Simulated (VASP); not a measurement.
A run of VASP 6.6.1:

File INCAR:

```
SYSTEM = HfSi7O16
PREC = Accurate
ENCUT = 520
EDIFF = 1E-7
ISMEAR = 0
SIGMA = 0.02
LREAL = Auto
LASPH = .TRUE.
NELM = 60
ALGO = Normal
ISIF = 2
LWAVE = .FALSE.
LCHARG = .FALSE.
GGA = PE
NBANDS = 85
```

KPOINTS

```
Automatic mesh
0
Gamma
  2 2 2
  0.5 0.5 0.5
```

POSCAR

```
HfSi7O16
1.0
    5.0262972877     -5.0262972877      0.0000000000
   -5.0262972877     -5.0262972877      0.0000000000
    0.0000000000      0.0000000000     -7.3717413094
Hf Si O
1 7 16
Direct
    0.5000000000      0.5000000000      0.0000000000
    0.0000000000      0.5000000000      0.5252340296
    0.0000000000      1.0000000000      1.0000000000
    0.5000000000      1.0000000000      0.4747659704
    0.7696082671      0.2570036391      0.2636103770
    0.2570036391      0.2303917329      0.7363896230
    0.2303917329      0.7429963609      0.2636103770
    0.7429963609      0.7696082671      0.7363896230
    0.9306766497      0.3164691946      0.4098609297
    0.4439369529      0.2817408460      0.8519105426
    0.4252035017      0.8212927671      0.3557615058
    0.9092628923      0.8406098621      0.8702888499
    0.8406098621      0.0907371077      0.1297111501
    0.3164691946      0.0693233503      0.5901390703
    0.2817408460      0.5560630471      0.1480894574
    0.8212927671      0.5747964983      0.6442384942
    0.7182591540      0.4439369529      0.1480894574
    0.1787072329      0.4252035017      0.6442384942
    0.1593901379      0.9092628923      0.1297111501
    0.6835308054      0.9306766497      0.5901390703
    0.5747964983      0.1787072329      0.3557615058
    0.0907371077      0.1593901379      0.8702888499
    0.0693233503      0.6835308054      0.4098609297
    0.5560630471      0.7182591540      0.8519105426
```

Potentials or basis: VASP PAW PBE potentials, release 64 (Hf_pv, Si, O).

The run is started by

```console
$ cat potpaw_PBE.64/Hf_pv/POTCAR potpaw_PBE.64/Si/POTCAR potpaw_PBE.64/O/POTCAR > POTCAR
$ mpirun -np 1 vasp_std > vasp.out
```

Hardware: 1 thread of Intel Xeon 8259CL, with other jobs on the host.

Question: How long does it take, and how much memory?

Answer: It took 2.4 min on 1 thread of Intel Xeon 8259CL (shared host), peak memory 0.4 GiB. Counts: scf iterations 18, k points 1.
